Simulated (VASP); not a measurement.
# Be24NO in VASP: single point with PBE

Aim: the single point of Be24NO with PBE.

All numbers are computed with VASP 6.6.1; they aren't measurements. Logs are shortened: lines on timing, memory, paths and dates and some standing lists are left out, and cuts for length are marked.

**1. The cell of the first run**

The cell holds a slab with vacuum, 26 atoms: a = 4.525 Å, b = 7.134 Å, c = 22.369 Å, α = 90.00°, β = 90.00°, γ = 90.00°.

**2. Single point, PBE, collinear spin, ferromagnetic start**

File INCAR:

```
SYSTEM = Be24NO
PREC = Accurate ; ENCUT = 520
EDIFF = 1E-6 ; ISMEAR = 0
SIGMA = 0.1 ; LREAL = .FALSE.
LASPH = .TRUE. ; NELM = 200
ALGO = Normal ; ISIF = 2
LWAVE = .FALSE. ; LCHARG = .FALSE.
ISPIN = 2 ; MAGMOM = 0 0 0 0 0 0 0 0 0 0 0 0 0 0 0 0 0 0 0 0 0 0 0 0 1 0
LORBIT = 11 ; LDIPOL = .TRUE.
IDIPOL = 3 ; DIPOL = 0.5 0.5 0.294
GGA = PE ; NBANDS = 52
GGA_COMPAT = .FALSE. ; NELMDL = -8
KPAR = 4
```

File KPOINTS:

```
regular mesh
0
G
  6 4 1
  0 0 0
```

File POSCAR:

```
Be24NO
1.0
    4.5254381411      0.0000000000      0.0000000000
    0.0000000000      7.1336190820      0.0000000000
    0.0000000000      0.0000000000     22.3685529248
Be N O
24 1 1
Direct
    0.0000000000      0.3750000000      0.1788224752
    0.0000000000      0.8750000000      0.1788224752
    0.5000000000      0.3750000000      0.1788224752
    0.5000000000      0.8750000000      0.1788224752
    0.2500000000      0.1250000000      0.2080237711
    0.2500000000      0.6250000000      0.2080237711
    0.7500000000      0.1250000000      0.2080237711
    0.7500000000      0.6250000000      0.2080237711
    0.2500000000      0.3750000000      0.2664263628
    0.2500000000      0.8750000000      0.2664263628
    0.7500000000      0.3750000000      0.2664263628
    0.7500000000      0.8750000000      0.2664263628
    0.0000000000      0.1250000000      0.2903069137
    0.0000000000      0.6250000000      0.2903069137
    0.5000000000      0.1250000000      0.2903069137
    0.5000000000      0.6250000000      0.2903069137
    0.0000000000      0.3750000000      0.3546814205
    0.0000000000      0.8750000000      0.3546814205
    0.5000000000      0.3750000000      0.3546814205
    0.5000000000      0.8750000000      0.3546814205
    0.2500000000      0.1250000000      0.3741213369
    0.2500000000      0.6250000000      0.3741213369
    0.7500000000      0.1250000000      0.3741213369
    0.7500000000      0.6250000000      0.3741213369
    0.7500000000      0.4583333333      0.4604031812
    0.8198393050      0.5281726383      0.5060882990
```

Potentials or basis: VASP PAW PBE potentials, release 64 (Be, N, O).

On the command line:

```
$ cat potpaw_PBE.64/Be/POTCAR potpaw_PBE.64/N/POTCAR potpaw_PBE.64/O/POTCAR > POTCAR
$ mpirun -np 4 vasp_std > vasp.out
```

OUTCAR:

```text
SYSTEM = Be24NO
   PREC = Accurate
   ENCUT = 520
   EDIFF = 1E-6
   ISMEAR = 0
   LREAL = .FALSE.
   LASPH = .TRUE.
   NELM = 200
   ISIF = 2
   ISPIN = 2
   LORBIT = 11
   GGA = PE
   NELMDL = -8

 ion  position               nearest neighbor table
   1  0.000  0.375  0.179-   5 2.21   6 2.21   7 2.21   8 2.21   9 2.26  11 2.26   3 2.26   3 2.26

   2  0.000  0.875  0.179-   5 2.21   6 2.21   7 2.21   8 2.21  10 2.26  12 2.26   4 2.26   4 2.26

   3  0.500  0.375  0.179-   5 2.21   6 2.21   7 2.21   8 2.21   9 2.26  11 2.26   1 2.26   1 2.26
[... 39 lines left out ...]
  23  0.750  0.125  0.374-  17 2.16  18 2.16  19 2.16  20 2.16  13 2.19  15 2.19  21 2.26  21 2.26

  24  0.750  0.625  0.374-  17 2.16  18 2.16  19 2.16  20 2.16  14 2.19  16 2.19  22 2.26  22 2.26

  25  0.750  0.458  0.460-  26 1.18
  26  0.820  0.528  0.506-  25 1.18

  LATTYP: Found a simple orthorhombic cell.
 ALAT       =     4.5254381411
 B/A-ratio  =     1.5763377732
 C/A-ratio  =     4.9428480132

  Lattice vectors:

 A1 = (   4.5254381411,   0.0000000000,   0.0000000000)
 A2 = (   0.0000000000,   7.1336190820,   0.0000000000)
 A3 = (   0.0000000000,   0.0000000000,  22.3685529248)

Analysis of symmetry for initial positions (statically):
=====================================================================
 Subroutine PRICEL returns:
 Original cell was already a primitive cell.

 Routine SETGRP: Setting up the symmetry group for a
 simple orthorhombic supercell.

 Subroutine GETGRP returns: Found  1 space group operations
 (whereof  1 operations were pure point group operations)
 out of a pool of  8 trial point group operations.

The static configuration has the point symmetry C_1 .

Analysis of symmetry for dynamics (positions and initial velocities):
=====================================================================
 Subroutine PRICEL returns:
 Original cell was already a primitive cell.

 Routine SETGRP: Setting up the symmetry group for a
 simple orthorhombic supercell.

 Subroutine GETGRP returns: Found  1 space group operations
 (whereof  1 operations were pure point group operations)
 out of a pool of  8 trial point group operations.

The dynamic configuration has the point symmetry C_1 .

Analysis of structural, dynamic, and magnetic symmetry:
=====================================================================
 Subroutine PRICEL returns:
 Original cell was already a primitive cell.

 Routine SETGRP: Setting up the symmetry group for a
 simple orthorhombic supercell.

 Subroutine GETGRP returns: Found  1 space group operations
 (whereof  1 operations were pure point group operations)
 out of a pool of  8 trial point group operations.

The overall configuration has the point symmetry C_1 .

 Subroutine INISYM returns: Found  1 space group operations
 (whereof  1 operations are pure point group operations),
 and found     1 'primitive' translations

----------------------------------------------------------------------------------------

                                     Primitive cell

  volume of cell :     722.1184

  direct lattice vectors                    reciprocal lattice vectors
     4.525438141  0.000000000  0.000000000     0.220973079  0.000000000  0.000000000
     0.000000000  7.133619082  0.000000000     0.000000000  0.140181300  0.000000000
     0.000000000  0.000000000 22.368552925     0.000000000  0.000000000  0.044705619

  length of vectors
     4.525438141  7.133619082 22.368552925     0.220973079  0.140181300  0.044705619

  position of ions in fractional coordinates (direct lattice)
     0.000000000  0.375000000  0.178822475
     0.000000000  0.875000000  0.178822475
     0.500000000  0.375000000  0.178822475
     0.500000000  0.875000000  0.178822475
     0.250000000  0.125000000  0.208023771
     0.250000000  0.625000000  0.208023771
[... 18 lines left out ...]
     0.750000000  0.458333333  0.460403181
     0.819839305  0.528172638  0.506088299

  ion indices of the primitive-cell ions
   primitive index   ion index
                 1           1
                 2           2
                 3           3
                 4           4
                 5           5
                 6           6
[... 18 lines left out ...]
                25          25
                26          26
[... 53 lines left out ...]
   ISTART =      0    job   : 0-new  1-cont  2-samecut
   ICHARG =      2    charge: 1-file 2-atom 10-const
   ISPIN  =      2    spin polarized calculation?
   LNONCOLLINEAR =      F non collinear calculations
   LSORBIT =      F    spin-orbit coupling
   LASPH  =      T    aspherical Exc in radial PAW
   ENCUT  =  520.0 eV  38.22 Ry    6.18 a.u.   8.41 13.26 41.59*2*pi/ulx,y,z
   NELM   =    200;   NELMIN=  2; NELMDL= -8     # of ELM steps
   EDIFF  = 0.1E-05   stopping-criterion for ELM
   LREAL  =      F    real-space projection
   EDIFFG = 0.1E-04   stopping-criterion for IOM
   NSW    =      0    number of steps for IOM
   IBRION =     -1    ionic relax: 0-MD 1-quasi-New 2-CG
   NFREE  =      0    steps in history (QN), initial steepest desc. (CG)
   ISIF   =      2    stress and relaxation
   ISYM   =      2    0-nonsym 1-usesym 2-fastsym
   POTIM  = 0.5000    time-step for ionic-motion
   TEBEG  =    0.0;   TEEND  =   0.0 temperature during run
   PSTRESS=    0.0 pullay stress
   NELECT =      59.0000    total number of electrons
   NUPDOWN=      -1.0000    fix difference up-down
   EMIN   =  10.00;   EMAX   =-10.00  energy-range for DOS
   EFERMI =   0.00;   METHOD = LEGACY
   ISMEAR =     0;   SIGMA  =   0.10  broadening in eV -4-tet -1-fermi 0-gaus
   EFERMI_NEDOS =   21; number of points for ismear=-14 and -15
   IALGO  =     38    algorithm
   IMIX   =      4    mixing-type and parameters
     AMIX     =   0.40;   BMIX     =  1.00
     AMIX_MAG =   1.60;   BMIX_MAG =  1.00
  volume/ion in A,a.u.               =      27.77       187.43
  Fermi-wavevector in a.u.,A,eV,Ry     =   0.710378  1.342419  6.865997  0.504637
  Thomas-Fermi vector in A             =   1.797209
   LORBIT       =     11    0 simple, 1 ext, 2 COOP (PROOUT), +10 PAW based schemes
   GGA     = PE    functional components
   LHFCALC =     F    Hartree Fock is set to
   AEXX    =    0.0000 exact exchange contribution
   IVDW    =     0    specifies the selected vdW correction
   LEPSILON=     F    determine dielectric tensor
   LRPA    =     F    only Hartree local field effects (RPA)
 spin polarized calculation
 Gauss-broadening in eV      SIGMA  =   0.10
  energy-cutoff  :      520.00
  volume of cell :      722.12
 maximum number of plane-waves:     19505
 NGX is ok and might be reduce to    36
   NGX = 17   NGY = 27   NGZ = 83

 dipolmoment           0.000000      0.000000     -0.000001 electrons x Angstroem

 number of electron      58.9999998 magnetization       0.4836346

 dipolmoment           0.000000      0.000000      0.083651 electrons x Angstroem

 Free energy of the ion-electron system (eV)
  ---------------------------------------------------
  ext. energy  EPLUGINS =         0.00000000
  ---------------------------------------------------
  free energy    TOTEN  =       -95.59930548 eV

  energy without entropy =      -95.57293440  energy(sigma->0) =      -95.58611994

 E-fermi :  -1.4234     XC(G=0):  -3.9862

 val. band max:       -1.4343236123   @ k =   0.3333  -0.2500   0.0000
 cond. band min:      -1.4177406102   @ k =   0.5000   0.5000   0.0000
 fundamental gap:      0.0165830021
 Fermi energy:        -1.4234196024

 spin component 1

 k-point     1 :       0.0000    0.0000    0.0000
  band No.  band energies     occupation
      1     -27.6594      1.00000
      2     -13.7333      1.00000
      3     -11.6840      1.00000
      4      -9.8059      1.00000
      5      -9.5712      1.00000
      6      -9.5196      1.00000
[... 605 lines left out ...]
     40       3.0543      0.00000
     41       3.0579      0.00000
 Fermi energy:        -1.4234196024

 spin component 2

 k-point     1 :       0.0000    0.0000    0.0000
  band No.  band energies     occupation
      1     -27.3838      1.00000
      2     -13.3008      1.00000
      3     -11.6819      1.00000
      4      -9.7334      1.00000
      5      -9.5644      1.00000
      6      -9.5208      1.00000
[... 605 lines left out ...]
     40       3.0395      0.00000
     41       3.0520      0.00000
 [bands above 41 left out]

------------------------ aborting loop because EDIFF is reached ----------------------------------------

 vacuum level on the upper side and lower side of the slab       (xc-potential included)         0.231        -0.227

  FORCE on cell =-STRESS in cart. coord.  units (eV):
  Direction    XX          YY          ZZ          XY          YZ          ZX
  --------------------------------------------------------------------------------------
  -------------------------------------------------------------------------------------
  Total       -0.7776904     -5.0780389     -0.2933590      0.0904227      0.8636399     -0.1727357
  in kB       -1.7254758    -11.2667373     -0.6508809      0.2006225      1.9161736     -0.3832519
  external PRESSURE =      -4.5476980 kB  Pullay stress =       0.0000000 kB

 VOLUME and BASIS-vectors are now :
 -----------------------------------------------------------------------------
  energy-cutoff  :      520.00
  volume of cell :      722.12
      direct lattice vectors                 reciprocal lattice vectors
     4.525438141  0.000000000  0.000000000     0.220973079  0.000000000  0.000000000
     0.000000000  7.133619082  0.000000000     0.000000000  0.140181300  0.000000000
     0.000000000  0.000000000 22.368552925     0.000000000  0.000000000  0.044705619

 POSITION                                       TOTAL-FORCE (eV/Angst)
 -----------------------------------------------------------------------------------
      0.00000      2.67511      4.00000         0.036677     -0.002544      0.565939
      0.00000      6.24192      4.00000        -0.024025      0.007317      0.523592
      2.26272      2.67511      4.00000        -0.029798     -0.025408      0.550422
      2.26272      6.24192      4.00000         0.032444      0.022243      0.570966
      1.13136      0.89170      4.65319         0.008579      0.020393     -0.744489
      1.13136      4.45851      4.65319        -0.004450     -0.030060     -0.712372
[... 18 lines left out ...]
      3.39408      3.26958     10.29855        -0.203303      0.347232      0.114867
      3.71013      3.76778     11.32046         0.133760     -0.023780     -0.035959
 -----------------------------------------------------------------------------------
    total drift:                                0.000021      0.000072     -0.000374

  FREE ENERGIE OF THE ION-ELECTRON SYSTEM (eV)
  ---------------------------------------------------
  free  energy   TOTEN  =       -95.5993054770 eV

  energy  without entropy=      -95.5729343964  energy(sigma->0) =      -95.58611994

 vacuum level on the upper side and lower side of the slab         3.416         2.972

 total charge

# of ion       s       p       d       tot
------------------------------------------
    1        0.409   0.606   0.000   1.016
    2        0.414   0.601   0.000   1.015
    3        0.410   0.606   0.000   1.016
    4        0.414   0.600   0.000   1.015
    5        0.420   0.742   0.000   1.162
    6        0.420   0.742   0.000   1.162
[... 18 lines left out ...]
   25        1.353   2.290   0.000   3.643
   26        1.615   3.438   0.000   5.053
--------------------------------------------------
tot         13.064  22.757   0.000  35.820

 magnetization (x)

# of ion       s       p       d       tot
------------------------------------------
    1       -0.003  -0.004   0.000  -0.007
    2       -0.004  -0.004   0.000  -0.008
    3       -0.003  -0.004   0.000  -0.006
    4       -0.003  -0.005   0.000  -0.008
    5        0.000   0.000   0.000   0.000
    6       -0.000  -0.000   0.000  -0.001
[... 18 lines left out ...]
   25        0.005   0.202   0.000   0.207
   26        0.002   0.179   0.000   0.181
--------------------------------------------------
tot         -0.019   0.381   0.000   0.362
```

It took 25 min on 4 MPI ranks of Intel Xeon Platinum 8259CL at 2.50GHz (Skylake/Cascade Lake), shared host; peak memory 1.4 GiB.

Results:

| Property | Result |
| --- | --- |
| Free energy | -95.5993 eV |
| Largest force | 0.752 eV/Å |
| Net moment | 0.48 μB per cell |
| Site moments | Be -0.01, +0.00, -0.00, +0.01 (each value once); N +0.21; O +0.18 μB |
| Valence electrons inside the program's atomic spheres | Be 1.02, 1.01, 1.16, 1.18, 1.17, 1.21, 1.14, 1.13, 1.07, 1.08, 1.10 (each value once); N 3.64; O 5.05 |

Forces on the atoms (eV/Å):
```
Be   0.037 -0.003  0.566
Be  -0.024  0.007  0.524
Be  -0.030 -0.025  0.550
Be   0.032  0.022  0.571
Be   0.009  0.020 -0.744
Be  -0.004 -0.030 -0.712
Be  -0.007  0.009 -0.752
Be   0.010 -0.026 -0.685
Be  -0.011 -0.008  0.164
Be   0.032  0.001  0.131
Be  -0.017 -0.010  0.145
Be  -0.017  0.029  0.150
Be   0.021 -0.027  0.040
Be   0.035  0.006  0.064
Be  -0.006 -0.046 -0.035
Be   0.025 -0.006  0.077
Be   0.140 -0.103 -0.098
Be  -0.019  0.040 -0.093
Be  -0.182 -0.161 -0.359
Be  -0.010  0.065 -0.060
Be   0.033  0.060  0.067
Be   0.045  0.007 -0.092
Be  -0.002 -0.020  0.009
Be  -0.019 -0.124  0.494
N   -0.203  0.347  0.115
O    0.134 -0.024 -0.036
```

Caveat: the standard files for N, O and F lose accuracy on very short bonds.
